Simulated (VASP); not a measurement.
# B (Fm-3m) in VASP: notebook

The runs below take B through single point, with RPBE.

Program: VASP 6.6.1. These are calculated values, not measurements. Logs are shortened: lines on timing, memory, paths and dates and some standing lists are left out, and cuts for length are marked.

## (1) The cell of the first run

It takes space group Fm-3m (No. 225, cubic). The conventional cell has a = 2.881 Å, b = 2.881 Å, c = 2.881 Å, α = 90.00°, β = 90.00°, γ = 90.00°. B (site symmetry m-3m) has 12 B at 2.04 Å within 2.7 Å.

## (2) Single point, RPBE

INCAR reads:

```
SYSTEM = B
ALGO = Normal ; EDIFF = 1E-6
ENCUT = 520 ; GGA = RP
ISIF = 2 ; ISMEAR = -1
LASPH = .True. ; LCHARG = .True.
LELF = .True. ; LREAL = .False.
LVHAR = .True. ; LWAVE = .False.
NBANDS = 8 ; NELM = 80
PREC = Accurate ; SIGMA = 0.1
```

KPOINTS reads:

```
k-points
0
Gamma
  18 18 18
  0 0 0
```

POSCAR reads:

```
B
1.0
    0.0000000000      1.4407123703      1.4407123703
    1.4407123703      0.0000000000      1.4407123703
    1.4407123703      1.4407123703      0.0000000000
B
1
Direct
    0.0000000000      0.0000000000      0.0000000000
```

Potentials or basis: VASP PAW PBE potentials, release 64 (B).

Command:

```
$ cat potpaw_PBE.64/B/POTCAR > POTCAR
$ mpirun -np 1 vasp_std > vasp.out
```

OUTCAR:

```text
SYSTEM = B
   EDIFF = 1E-6
   ENCUT = 520
   GGA = RP
   ISIF = 2
   ISMEAR = -1
   LASPH = .True.
   LREAL = .False.
   NELM = 80
   PREC = Accurate

 ion  position               nearest neighbor table
   1  0.000  0.000  0.000-

  LATTYP: Found a face centered cubic cell.
 ALAT       =     2.8814247406

  Lattice vectors:

 A1 = (   0.0000000000,   1.4407123703,   1.4407123703)
 A2 = (   1.4407123703,   0.0000000000,   1.4407123703)
 A3 = (   1.4407123703,   1.4407123703,   0.0000000000)

Analysis of symmetry for initial positions (statically):
=====================================================================
 Subroutine PRICEL returns:
 Original cell was already a primitive cell.

 Routine SETGRP: Setting up the symmetry group for a
 face centered cubic supercell.

 Subroutine GETGRP returns: Found 48 space group operations
 (whereof 48 operations were pure point group operations)
 out of a pool of 48 trial point group operations.

The static configuration has the point symmetry O_h .

Analysis of symmetry for dynamics (positions and initial velocities):
=====================================================================
 Subroutine PRICEL returns:
 Original cell was already a primitive cell.

 Routine SETGRP: Setting up the symmetry group for a
 face centered cubic supercell.

 Subroutine GETGRP returns: Found 48 space group operations
 (whereof 48 operations were pure point group operations)
 out of a pool of 48 trial point group operations.

The dynamic configuration has the point symmetry O_h .

 Subroutine INISYM returns: Found 48 space group operations
 (whereof 48 operations are pure point group operations),
 and found     1 'primitive' translations

----------------------------------------------------------------------------------------

                                     Primitive cell

  volume of cell :       5.9808

  direct lattice vectors                    reciprocal lattice vectors
     0.000000000  1.440712370  1.440712370    -0.347050536  0.347050536  0.347050536
     1.440712370  0.000000000  1.440712370     0.347050536 -0.347050536  0.347050536
     1.440712370  1.440712370  0.000000000     0.347050536  0.347050536 -0.347050536

  length of vectors
     2.037474974  2.037474974  2.037474974     0.601109161  0.601109161  0.601109161

  position of ions in fractional coordinates (direct lattice)
     0.000000000  0.000000000  0.000000000

  ion indices of the primitive-cell ions
   primitive index   ion index
                 1           1

----------------------------------------------------------------------------------------

 KPOINTS: k-points

Automatic generation of k-mesh.
 Grid dimensions read from file:
 generate k-points for:   18   18   18

 Generating k-lattice:

  Cartesian coordinates                     Fractional coordinates (reciprocal lattice)
    -0.019280585  0.019280585  0.019280585     0.055555556  0.000000000  0.000000000
     0.019280585 -0.019280585  0.019280585     0.000000000  0.055555556  0.000000000
     0.019280585  0.019280585 -0.019280585     0.000000000  0.000000000  0.055555556

  Length of vectors
     0.033394953  0.033394953  0.033394953

  Shift w.r.t. Gamma in fractional coordinates (k-lattice)
     0.000000000  0.000000000  0.000000000

 Subroutine IBZKPT returns following result:
 ===========================================

 Found    195 irreducible k-points:

 Following reciprocal coordinates:
            Coordinates               Weight
  0.000000  0.000000  0.000000      1.000000
  0.055556  0.000000  0.000000      8.000000
  0.111111  0.000000  0.000000      8.000000
  0.166667  0.000000  0.000000      8.000000
  0.222222  0.000000  0.000000      8.000000
  0.277778  0.000000  0.000000      8.000000
[... 16 lines left out ...]
 -0.277778  0.055556  0.000000     24.000000
 -0.222222  0.055556  0.000000     24.000000
 [... further k-points ...]
   k-points           NKPTS =    195   k-points in BZ     NKDIM =    195   number of bands    NBANDS=      8
   number of dos      NEDOS =    301   number of ions     NIONS =      1
   total plane-waves  NPLWV =   4096
   dimension x,y,z NGX =    16 NGY =   16 NGZ =   16
   dimension x,y,z NGXF=    32 NGYF=   32 NGZF=   32
   ions per type =               1
   NGX,Y,Z   is equivalent  to a cutoff of  13.06, 13.06, 13.06 a.u.
   NGXF,Y,Z  is equivalent  to a cutoff of  26.11, 26.11, 26.11 a.u.
 SYSTEM =  B
   PREC   = accura    normal or accurate (medium, high low for compatibility)
   ISTART =      0    job   : 0-new  1-cont  2-samecut
   ICHARG =      2    charge: 1-file 2-atom 10-const
   ISPIN  =      1    spin polarized calculation?
   LNONCOLLINEAR =      F non collinear calculations
   LSORBIT =      F    spin-orbit coupling
   LASPH  =      T    aspherical Exc in radial PAW
   ENCUT  =  520.0 eV  38.22 Ry    6.18 a.u.   3.79  3.79  3.79*2*pi/ulx,y,z
   NELM   =     80;   NELMIN=  2; NELMDL= -5     # of ELM steps
   EDIFF  = 0.1E-05   stopping-criterion for ELM
   LREAL  =      F    real-space projection
   EDIFFG = 0.1E-04   stopping-criterion for IOM
   NSW    =      0    number of steps for IOM
   IBRION =     -1    ionic relax: 0-MD 1-quasi-New 2-CG
   NFREE  =      0    steps in history (QN), initial steepest desc. (CG)
   ISIF   =      2    stress and relaxation
   ISYM   =      2    0-nonsym 1-usesym 2-fastsym
   POTIM  = 0.5000    time-step for ionic-motion
   TEBEG  =    0.0;   TEEND  =   0.0 temperature during run
   PSTRESS=    0.0 pullay stress
   NELECT =       3.0000    total number of electrons
   NUPDOWN=      -1.0000    fix difference up-down
   EMIN   =  10.00;   EMAX   =-10.00  energy-range for DOS
   EFERMI =   0.00;   METHOD = LEGACY
   ISMEAR =    -1;   SIGMA  =   0.10  broadening in eV -4-tet -1-fermi 0-gaus
   EFERMI_NEDOS =   21; number of points for ismear=-14 and -15
   IALGO  =     38    algorithm
   IMIX   =      4    mixing-type and parameters
     AMIX     =   0.40;   BMIX     =  1.00
     AMIX_MAG =   1.60;   BMIX_MAG =  1.00
  volume/ion in A,a.u.               =       5.98        40.36
  Fermi-wavevector in a.u.,A,eV,Ry     =   1.300752  2.458066 23.020470  1.691957
  Thomas-Fermi vector in A             =   2.431931
   LORBIT       =      0    0 simple, 1 ext, 2 COOP (PROOUT), +10 PAW based schemes
   GGA     = RP    functional components
   LHFCALC =     F    Hartree Fock is set to
   AEXX    =    0.0000 exact exchange contribution
   IVDW    =     0    specifies the selected vdW correction
   LEPSILON=     F    determine dielectric tensor
   LRPA    =     F    only Hartree local field effects (RPA)
 non-spin polarized calculation
  energy-cutoff  :      520.00
  volume of cell :        5.98
 maximum number of plane-waves:       169
   NGX =  7   NGY =  7   NGZ =  7

 number of electron       3.0000000 magnetization

 Free energy of the ion-electron system (eV)
  ---------------------------------------------------
  ext. energy  EPLUGINS =         0.00000000
  ---------------------------------------------------
  free energy    TOTEN  =        -5.05928989 eV

  energy without entropy =       -5.05106977  energy(sigma->0) =       -5.05517983

 E-fermi :  10.4863     XC(G=0): -12.9576

 val. band max:       10.4660680291   @ k =  -0.3889   0.4444   0.1111
 cond. band min:      10.5153107880   @ k =  -0.3333   0.5000   0.1667
 fundamental gap:      0.0492427590
 Fermi energy:        10.4863482942

 k-point     1 :       0.0000    0.0000    0.0000
  band No.  band energies     occupation
      1      -8.5996      2.00000
      2      26.4273      0.00000
      3      26.4273      0.00000
      4      26.4273      0.00000
      5      42.5732      0.00000
      6      42.5732      0.00000
      7      42.5732      0.00000
      8      46.3123      0.00000

 k-point     2 :       0.0556    0.0000    0.0000
  band No.  band energies     occupation
      1      -8.4652      2.00000
      2      25.7553      0.00000
      3      26.2878      0.00000
      4      26.2878      0.00000
      5      41.1739      0.00000
      6      42.8819      0.00000
      7      42.8819      0.00000
      8      48.6349      0.00000

 k-point     3 :       0.1111    0.0000    0.0000
  band No.  band energies     occupation
      1      -8.0621      2.00000
      2      23.8510      0.00000
      3      25.9153      0.00000
      4      25.9153      0.00000
      5      39.8481      0.00000
      6      43.6416      0.00000
      7      43.6416      0.00000
      8      50.4247      0.00000

 k-point     4 :       0.1667    0.0000    0.0000
  band No.  band energies     occupation
      1      -7.3910      2.00000
      2      21.0850      0.00000
      3      25.4129      0.00000
      4      25.4129      0.00000
      5      39.4717      0.00000
      6      44.2247      0.00000
      7      44.2247      0.00000
      8      48.4124      0.00000

 k-point     5 :       0.2222    0.0000    0.0000
  band No.  band energies     occupation
      1      -6.4536      2.00000
      2      17.9096      0.00000
      3      24.8830      0.00000
      4      24.8830      0.00000
      5      39.8122      0.00000
      6      43.7464      0.00000
      7      43.7465      0.00000
      8      46.5357      0.00000
[... 177 lines left out ...]
 k-point    22 :      -0.3333    0.0556    0.0000
  band No.  band energies     occupation
      1      -3.1527      2.00000
      2      10.5628      0.63542
      3      22.7781      0.00000
      4      24.2984      0.00000
      5      39.0473      0.00000
      6      40.6997      0.00000
      7      42.3183      0.00000
      8      46.1564      0.00000

 k-point    23 :      -0.2778    0.0556    0.0000
  band No.  band energies     occupation
      1      -4.6785      2.00000
      2      13.6529      0.00000
      3      22.9946      0.00000
      4      24.8430      0.00000
      5      40.0327      0.00000
      6      41.5314      0.00000
      7      41.7304      0.00000
      8      47.1508      0.00000

 k-point    24 :      -0.2222    0.0556    0.0000
  band No.  band energies     occupation
      1      -5.9629      2.00000
      2      16.8848      0.00000
      3      23.3771      0.00000
      4      25.4024      0.00000
      5      39.7310      0.00000
      6      42.4479      0.00000
      7      43.0027      0.00000
      8      48.1051      0.00000

 [... further k-points ...]

------------------------ aborting loop because EDIFF is reached ----------------------------------------

  FORCE on cell =-STRESS in cart. coord.  units (eV):
  Direction    XX          YY          ZZ          XY          YZ          ZX
  --------------------------------------------------------------------------------------
  -------------------------------------------------------------------------------------
  Total       -0.0071646     -0.0071646     -0.0071646     -0.0000000     -0.0000000      0.0000000
  in kB       -1.9192980     -1.9192980     -1.9192980     -0.0000000     -0.0000000      0.0000000
  external PRESSURE =      -1.9192980 kB  Pullay stress =       0.0000000 kB

 VOLUME and BASIS-vectors are now :
 -----------------------------------------------------------------------------
  energy-cutoff  :      520.00
  volume of cell :        5.98
      direct lattice vectors                 reciprocal lattice vectors
     0.000000000  1.440712370  1.440712370    -0.347050536  0.347050536  0.347050536
     1.440712370  0.000000000  1.440712370     0.347050536 -0.347050536  0.347050536
     1.440712370  1.440712370  0.000000000     0.347050536  0.347050536 -0.347050536

 POSITION                                       TOTAL-FORCE (eV/Angst)
 -----------------------------------------------------------------------------------
      0.00000      0.00000      0.00000         0.000000      0.000000      0.000000
 -----------------------------------------------------------------------------------
    total drift:                               -0.000000     -0.000000     -0.000000

  FREE ENERGIE OF THE ION-ELECTRON SYSTEM (eV)
  ---------------------------------------------------
  free  energy   TOTEN  =        -5.0592898914 eV

  energy  without entropy=       -5.0510697746  energy(sigma->0) =       -5.05517983
```

Wall time 7.5 s (1 thread of AMD EPYC 9R45 (Zen 5), shared host); peak memory 0.08 GiB.

What came out:

| Quantity | Value |
| --- | --- |
| Free energy | -5.0593 eV |
| Pressure | -0.2 GPa |

Caveat: the PAW data sets were made with another functional, which shifts forces and pressure a little.

## (3) Single point, RPBE (volume scaled by 0.88)

INCAR reads:

```
SYSTEM = B
ALGO = Normal
EDIFF = 1E-7
ENCUT = 520
GGA = RP
ISIF = 2
ISMEAR = -1
LASPH = .TRUE.
LCHARG = .FALSE.
LREAL = .FALSE.
LWAVE = .FALSE.
NBANDS = 8
NELM = 100
PREC = Accurate
SIGMA = 0.1
```

KPOINTS reads:

```
k-points
0
G
  21 21 21
  0 0 0
```

POSCAR reads:

```
B
1.0
    0.0000000000      1.3806115719      1.3806115719
    1.3806115719      0.0000000000      1.3806115719
    1.3806115719      1.3806115719      0.0000000000
B
1
Direct
    0.0000000000      0.0000000000      0.0000000000
```

Potentials or basis: VASP PAW PBE potentials, release 64 (B).

Command:

```
$ cat potpaw_PBE.64/B/POTCAR > POTCAR
$ mpirun -np 1 vasp_std > vasp.out
```

Run time: 12 s. Hardware: 1 thread of AMD EPYC 9R45 (Zen 5), shared host; peak memory 0.08 GiB.

It converged, with:

```yaml
Free_energy: -4.9721 eV
Pressure: 42.7 GPa
```

Levels at points of the mesh, in eV from the Fermi level:
| k point | band 1 | band 2 | band 3 | band 4 |
| --- | --- | --- | --- | --- |
| (0.00, 0.00, 0.00) | -20.67 | 17.86 | 17.86 | 17.86 |

Caveat: the PAW data sets were made with another functional, which shifts forces and pressure a little.

## (4) Single point, RPBE (volume scaled by 0.92)

INCAR reads:

```
ALGO = Normal
EDIFF = 1E-7
ENCUT = 520
GGA = RP
ISIF = 2
ISMEAR = -1
LASPH = T
LCHARG = F
LREAL = F
LWAVE = F
NBANDS = 8
NELM = 80
PREC = Accurate
SIGMA = 0.1
```

KPOINTS reads:

```
k-points
0
Gamma
  21 21 21
```

POSCAR reads:

```
B
1.0
    0.0000000000      1.4012207532      1.4012207532
    1.4012207532      0.0000000000      1.4012207532
    1.4012207532      1.4012207532      0.0000000000
B
1
Direct
    0.0000000000      0.0000000000      0.0000000000
```

Command:

```
$ cat potpaw_PBE.64/B/POTCAR > POTCAR
$ mpirun -np 1 vasp_std > vasp.out
```

Wall time 12 s (1 thread of AMD EPYC 9R45 (Zen 5), shared host); peak memory 0.08 GiB.

It converged, with:

| Item | Value |
| --- | --- |
| Free energy | -5.0230 eV |
| Pressure | 25.6 GPa |

Levels at points of the mesh, in eV from the Fermi level:
```csv
k point,band 1,band 2,band 3,band 4,band 5,band 6
"(0.00, 0.00, 0.00)",-20.12,17.16,17.16,17.16,33.62,33.62
```

Caveat: the PAW data sets were made with another functional, which shifts forces and pressure a little.

## (5) Single point, RPBE (volume scaled by 0.96)

INCAR reads:

```
SYSTEM = B
ALGO = Normal
EDIFF = 1E-6
ENCUT = 520
GGA = RP
ISIF = 2
ISMEAR = -1
LASPH = .TRUE.
LCHARG = .FALSE.
LREAL = .FALSE.
LWAVE = .FALSE.
NBANDS = 8
NELM = 80
PREC = Accurate
SIGMA = 0.1
```

KPOINTS reads:

```
k-points
0
G
  21 21 21
  0 0 0
```

POSCAR reads:

```
B
1.0
    0.0000000000      1.4212408973      1.4212408973
    1.4212408973      0.0000000000      1.4212408973
    1.4212408973      1.4212408973      0.0000000000
B
1
Direct
    0.0000000000      0.0000000000      0.0000000000
```

Command:

```
$ cat potpaw_PBE.64/B/POTCAR > POTCAR
$ mpirun -np 1 vasp_std > vasp.out
```

It took 11 s on 1 thread of AMD EPYC 9R45 (Zen 5), shared host; peak memory 0.08 GiB.

Results (log left out):

```yaml
Free_energy: -5.0507 eV
Pressure: 11.5 GPa
```

Levels at points of the mesh, in eV from the Fermi level:
```
           k point  band 1  band 2  band 3  band 4
(0.00, 0.00, 0.00)  -19.59   16.52   16.52   16.52
```

Caveat: the PAW data sets were made with another functional, which shifts forces and pressure a little.

## (6) Single point, RPBE

INCAR reads:

```
PREC = Accurate
ENCUT = 520
EDIFF = 1E-6
ISMEAR = -1
SIGMA = 0.1
LREAL = False
LASPH = True
NELM = 80
ALGO = Normal
ISIF = 2
LWAVE = False
LCHARG = False
GGA = RP
NBANDS = 8
```

KPOINTS reads:

```
regular mesh
0
Gamma
  21 21 21
```

POSCAR reads:

```
B
1.0
    0.0000000000      1.4407123703      1.4407123703
    1.4407123703      0.0000000000      1.4407123703
    1.4407123703      1.4407123703      0.0000000000
B
1
Direct
    0.0000000000      0.0000000000      0.0000000000
```

Potentials or basis: VASP PAW PBE potentials, release 64 (B).

Command:

```
$ cat potpaw_PBE.64/B/POTCAR > POTCAR
$ mpirun -np 1 vasp_std > vasp.out
```

It used 6.2 s of CPU time on 1 thread of AMD EPYC 9R45 (Zen 5), with other jobs on the host.

Results (log left out):

- Free energy: -5.0592 eV
- Pressure: -0.1 GPa

Levels at points of the mesh, in eV from the Fermi level:
| k point | band 1 | band 2 | band 3 | band 4 |
| --- | --- | --- | --- | --- |
| (0.00, 0.00, 0.00) | -19.10 | 15.93 | 15.93 | 15.93 |

Caveat: the PAW data sets were made with another functional, which shifts forces and pressure a little.

## (7) Summary

```csv
cell,k mesh,gap on the mesh (eV),pressure (GPa)
"a = 2.037 Å, angles 60.0°, 1 atom",18 × 18 × 18,none,-0.2
"a = 1.952 Å, angles 60.0°, 1 atom",21 × 21 × 21,none,42.7
"a = 1.982 Å, angles 60.0°, 1 atom",21 × 21 × 21,none,25.6
"a = 2.010 Å, angles 60.0°, 1 atom",21 × 21 × 21,none,11.5
"a = 2.037 Å, angles 60.0°, 1 atom",21 × 21 × 21,none,-0.1
```

Alike in all rows: task single point; level RPBE; potentials or basis VASP PAW PBE potentials, release 64 (B); no spin polarisation; cutoff (eV) 520; smearing fermi-dirac 0.1 eV.

Caveats: the PAW data sets were made with another functional, which shifts forces and pressure a little.

Total energies depend on the potentials used, so only differences within one code and one set of settings carry meaning.
